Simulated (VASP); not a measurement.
Be2H:

```
Be H
1.0
     2.42788    0.00000    0.00000
    -1.21394    2.10261    0.00000
     0.00000    0.00000    4.23368
Be H
2 1
Direct
  0.33333 0.66667 0.22716
  0.66667 0.33333 0.77284
  0.00000 0.00000 0.00000
```

```yaml
Program: VASP 6.6.1
Task: relaxation of cell and atoms
Functional: PBE
Potentials_or_basis: VASP PAW PBE potentials, release 64 (Be, H)
Cutoff: 600 eV
k_mesh: 9 × 9 × 4
Occupations: gaussian, width 0.1 eV
Spin: no spin polarisation
```

At the start: pressure -3.4 GPa; volume 7.20 Å³/atom.

**Question.** Where does the relaxation end?

**Answer.** Over 20 steps the energy falls by 182.6 meV/atom and the volume is 6.74 Å³/atom (-6.4 %); space group P-3m1 (No. 164, to 0.05 Å).

The path:
| step | energy change (eV) | largest force (eV/Å) | pressure (GPa) | volume (Å³) |
| --- | --- | --- | --- | --- |
| 1 | 0.0000 | 1.0737 | -3.41 | 21.61 |
| 2 | -0.1549 | 0.9320 | -3.93 | 21.13 |
| 3 | -0.3003 | 0.3712 | 2.73 | 19.60 |
| 4 | -0.3196 | 0.3408 | -0.74 | 20.06 |
| 5 | -0.3206 | 0.2037 | -0.10 | 19.96 |
| 6 | -0.3454 | 0.1620 | -0.10 | 19.89 |
| 7 | -0.3831 | 0.1109 | 0.87 | 19.74 |
| 8 | -0.3696 | 0.6779 | 5.22 | 19.42 |
| 9 | -0.3923 | 0.3738 | 2.37 | 19.61 |
| 10 | -0.4012 | 0.3251 | 2.13 | 19.66 |
| 11 | -0.4083 | 0.1894 | 2.03 | 19.77 |
| 12 | -0.4616 | 0.0690 | 1.85 | 19.94 |
| 13 | -0.5284 | 0.4778 | 1.36 | 20.10 |
| 14 | -0.5356 | 0.3784 | 1.30 | 20.09 |
| 15 | -0.5250 | 0.1672 | 1.53 | 20.04 |
| 16 | -0.5366 | 0.3319 | 1.28 | 20.08 |
| 17 | -0.5367 | 0.3509 | 1.28 | 20.08 |
| 18 | -0.5463 | 0.0732 | -0.10 | 20.25 |
| 19 | -0.5465 | 0.0213 | -0.35 | 20.28 |
| 20 | -0.5479 | 0.0042 | -0.06 | 20.23 |

Final structure:
```xyz
3
Lattice="2.2408 0.0000 0.0000 -1.1204 1.9406 0.0000 0.0000 0.0000 4.6511" Properties=species:S:1:pos:R:3 pbc="T T T"
Be    0.0000    1.2937    1.4005
Be    1.1204    0.6469    3.2506
H     2.2408    0.0000    0.0000
```

Caveat: the k points lie up to 0.36 Å⁻¹ apart in the final cell.
